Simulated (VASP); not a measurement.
Set up this calculation in VASP 6.6.1, as the native input.

```
Task                   : single point
Functional             : PBEsol
Potentials or basis    : VASP PAW PBE potentials, release 64 (In_d, P)
Cutoff                 : 520 eV
k mesh                 : 8 × 8 × 8
Occupations            : gaussian, width 0.01 eV
Spin                   : no spin polarisation
Dipole correction      : no
Further INCAR settings : ALGO = Normal; EDIFF = 1e-06; NBANDS = 16
```

The structure of InP lies in POSCAR:

```
InP
1.0
    2.9980678023      2.9980678023      0.0000000000
   -2.9980678023      2.9980678023      0.0000000000
    0.0000000000      2.9980678023      2.9040107732
In P
1 1
Direct
    0.0000000000      0.0000000000      0.0000000000
    0.7500000000      0.2500000000      0.5000000000
```

This cell differs from its parent crystal: in-plane strain +0.02.

The input as run:

INCAR

```
PREC = Accurate ; ENCUT = 520
EDIFF = 1E-6 ; ISMEAR = 0
SIGMA = 0.01 ; LREAL = False
LASPH = True ; NELM = 80
ALGO = Normal ; ISIF = 2
LWAVE = False ; LCHARG = False
GGA = PS ; NBANDS = 16
```

KPOINTS

```
Automatic mesh
0
Gamma
  8 8 8
```

Potentials or basis: VASP PAW PBE potentials, release 64 (In_d, P).

The run is started by

```sh
$ cat potpaw_PBE.64/In_d/POTCAR potpaw_PBE.64/P/POTCAR > POTCAR
$ mpirun -np 1 vasp_std > vasp.out
```

Results of the run:

```yaml
Pressure: -1.8 GPa
Band_gap_on_the_k_mesh: 0.32 eV, direct
```

Caveat: the cell differs from its parent crystal (in-plane strain +0.02); the PAW data sets were made with another functional, which shifts forces and pressure a little; spin-orbit coupling is left out, which moves the levels of the heavy elements.

Run time: 51 s on 1 thread of Intel Xeon 8259CL, on a shared host, peak memory 0.2 GiB.
